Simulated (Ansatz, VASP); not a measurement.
## One calculation of ZnSnN2, two programs

POSCAR

```
ZnSnN2
1.0
    3.5150808391      0.0000000000      0.0000000000
    0.0000000000      3.5150808391      0.0000000000
    0.0000000000      0.0000000000      9.1222242251
Zn N Sn
2 4 2
Direct
    0.5000000000      0.0000000000      0.9044325194
    0.0000000000      0.5000000000      0.0955674806
    0.5000000000      0.5000000000      0.0000000000
    0.0000000000      0.0000000000      0.2432612901
    0.5000000000      0.5000000000      0.5000000000
    0.0000000000      0.0000000000      0.7567387099
    0.5000000000      0.0000000000      0.3552999183
    0.0000000000      0.5000000000      0.6447000817
```

Contents of INCAR.step1:

```
  ALGO = Normal
  EDIFF = 1E-4
  ENCUT = 520
  GGA = PE
  ISMEAR = -1
  LASPH = T
  LCHARG = F
  LREAL = F
  LWAVE = T
  NBANDS = 46
  NELM = 60
  PREC = Accurate
  SIGMA = 0.02
```

The input INCAR.step2:

```
  ALGO = Normal
  EDIFF = 1E-6
  ENCUT = 520
  ISIF = 2
  ISMEAR = -1
  ISTART = 1
  LASPH = T
  LCHARG = T
  LELF = T
  LMIXTAU = T
  LREAL = F
  LVHAR = T
  LWAVE = F
  METAGGA = R2SCAN
  NBANDS = 46
  NELM = 60
  PREC = Accurate
  SIGMA = 0.02
```

The input KPOINTS:

```
k-points
0
Gamma
  6 6 2
```

Input for Ansatz:

```yaml
crystal:
  lattice:
    - [3.5150808391, 0.0, 0.0]
    - [0.0, 3.5150808391, 0.0]
    - [0.0, 0.0, 9.1222242251]
  atoms:
    - { symbol: Zn, position: [0.5, 0.0, 0.9044325194] }
    - { symbol: "N", position: [0.5, 0.5, 0.0] }
    - { symbol: Zn, position: [0.0, 0.5, 0.0955674806] }
    - { symbol: "N", position: [0.0, 0.0, 0.2432612901] }
    - { symbol: Sn, position: [0.5, 0.0, 0.3552999183] }
    - { symbol: "N", position: [0.5, 0.5, 0.5] }
    - { symbol: Sn, position: [0.0, 0.5, 0.6447000817] }
    - { symbol: "N", position: [0.0, 0.0, 0.7567387099] }
kpoints:
  mp_grid: { grid: [6, 6, 2] }
hamiltonian:
  xc: r2scan
scf:
  occupations: { method: fermi_dirac, width: 0.02 }
  n_extra_bands: 6
output:
  forces: true
  stress: true
  eigenvalues: true
```

Alike in both runs: task single point; functional r2SCAN; k mesh 6 × 6 × 2; occupations fermi-dirac, width 0.02 eV; no spin polarisation.

```csv
,VASP,Ansatz
version,VASP 6.6.1,Ansatz 0.2.0
potentials or method,"VASP PAW PBE potentials, release 64 (Zn, N, Sn_d)","plane waves, PAW"
plane-wave cutoff (eV),520,500
valence electrons in the cell,72,72
```

|  | VASP | Ansatz | Ansatz less VASP |
| --- | --- | --- | --- |
| pressure (GPa) | -3.6 | -4.1 | -0.55 |
| rms of the force components (eV/Å) | 0.031 | 0.035 | +0.0044 |

VASP's potentials were made for PBE, not for r2SCAN.
